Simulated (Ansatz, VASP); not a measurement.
KTaO3: VASP and Ansatz over several settings

```
Ta K O
1.0
     3.93440    0.00000    0.00000
     0.00000    3.93440    0.00000
     0.00000    0.00000    3.93440
Ta K O
1 1 3
Direct
  0.00000 0.00000 0.00000
  0.50000 0.50000 0.50000
  0.00000 0.00000 0.50000
  0.00000 0.50000 0.00000
  0.50000 0.00000 0.00000
```

Single points on this cell with VASP 6.6.1 and Ansatz 0.2.0. Each row is one pair of runs. Alike in all rows: spin: off; k mesh: 7 × 7 × 7; smearing: fermi-dirac, width 0.05 eV; Ansatz's potentials, cutoff: Ansatz PAW, 420 eV.

| level | VASP's potentials, cutoff | gap on the k mesh at the Fermi level (eV), VASP | gap on the k mesh at the Fermi level (eV), Ansatz | least direct gap on the mesh (eV), VASP | least direct gap on the mesh (eV), Ansatz | pressure (GPa), VASP | pressure (GPa), Ansatz |
| --- | --- | --- | --- | --- | --- | --- | --- |
| PBEsol | VASP PAW PBE potentials, release 64 (Ta_pv, K_sv, O), 520 eV | ? | 2.28 | ? | 2.80 | ? | 8.5 |
| LDA | VASP PAW LDA potentials, release 64 (Ta_pv, K_sv, O), 520 eV | 2.16 | 2.22 | 2.70 | 2.75 | 4.4 | 3.0 |
| PBEsol+D4 | VASP PAW PBE potentials, release 64 (Ta_pv, K_sv, O), 520 eV | 2.23 | 2.28 | 2.77 | 2.80 | 8.2 | 7.2 |

Task: Fill in what VASP gave in row 1.

Result: gap on the k mesh at the Fermi level (eV): 2.23; least direct gap on the mesh (eV): 2.77; pressure (GPa): 9.5.

VASP's potentials hold 38 valence electrons a cell and Ansatz's 40, so a difference there can come from the potentials and not from the codes.

Spin-orbit coupling is off throughout. Noted on Ansatz's runs: odd divisions of the mesh miss points on the zone boundary, where band edges often lie, so the gap on the mesh can be too wide.
